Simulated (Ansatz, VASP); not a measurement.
**Two plane-wave programs on AlSi16**

```xyz
17
Lattice="0.0000 5.4300 5.4300 5.4300 0.0000 5.4300 5.4300 5.4300 0.0000" Properties=species:S:1:pos:R:3 pbc="T T T"
Si   -0.0487   -0.0454    0.0497
Si    1.3572    1.3600    1.3741
Si    2.7628    2.7658    0.0504
Si    4.0715    4.0762    1.3603
Si    2.7285   -0.0123    2.7023
Si    4.0568    1.3595    4.0739
Si    5.3811    2.7653    2.6688
Si    6.7870    4.0896    4.0745
Si   -0.0152    2.7312    2.7024
Si    1.3563    4.0600    4.0743
Si    2.7612    5.3855    2.6699
Si    4.0865    6.7902    4.0749
Si    2.7283    2.7311    5.4458
Si    4.0717    4.0746    6.7892
Si    5.4148    5.4178    5.4458
Si    6.7861    6.7898    6.7745
Al    6.7863    6.7912    9.5054
```

Alike in both runs: functional PBE; k mesh 2 × 2 × 2; occupations fermi-dirac, width 0.02 eV; collinear spin.

Ansatz relaxed the structure, and its values are those at the end. VASP's run is a single point on that final structure, the one shown.

|  | VASP | Ansatz |
| --- | --- | --- |
| version | VASP 6.6.1 | Ansatz 0.2.0 |
| potentials or method | VASP PAW PBE potentials, release 64 (Si, Al), cutoff 520 eV | scalar-relativistic, plane waves, PAW |
| valence electrons in the cell | 67 | 67 |

|  | VASP | Ansatz | Ansatz less VASP |
| --- | --- | --- | --- |
| rms of the force components (eV/Å) | 0.006 | 0.006 | +0.0007 |
| net moment per atom (μB) | 0.00 | 0.00 | -0.002 |

Ansatz's warnings: seeded moment not kept.

The k mesh is coarse, so the values compare programs but aren't converged.
